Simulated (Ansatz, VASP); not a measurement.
## One calculation of GaP, two programs

```xyz
2
Lattice="0.0000 2.8770 2.4454 2.8770 0.0000 2.4454 2.8770 2.8770 0.0000" Properties=species:S:1:pos:R:3 pbc="T T T"
Ga    0.0000    0.0000    0.0000
P     4.3154    4.3154    3.6681
```

Alike in both runs: task single point; functional PBEsol; k mesh 10 × 10 × 10; occupations gaussian, width 0.05 eV; no spin polarisation.

|  | VASP | Ansatz |
| --- | --- | --- |
| version | VASP 6.6.1 | Ansatz 0.2.0 |
| potentials or method | VASP PAW PBE potentials, release 64 (Ga_d, P), cutoff 520 eV | scalar-relativistic, plane waves, PAW |
| valence electrons in the cell | 18 | 18 |

|  | VASP | Ansatz | Ansatz less VASP |
| --- | --- | --- | --- |
| gap on the k mesh at the Fermi level (eV) | 0.07 | 0.07 | 0.000 |
| least direct gap on the mesh (eV) | 1.13 | 1.12 | -0.007 |
| pressure (GPa) | -1.3 | -1.2 | +0.08 |
| traceless stress, the component that is largest in VASP (GPa) | 5.82 | 5.79 | -0.023 |

VASP's potentials were made for PBE, not for PBEsol. The functional is the same, so the differences come from potentials, cutoffs and numerics.
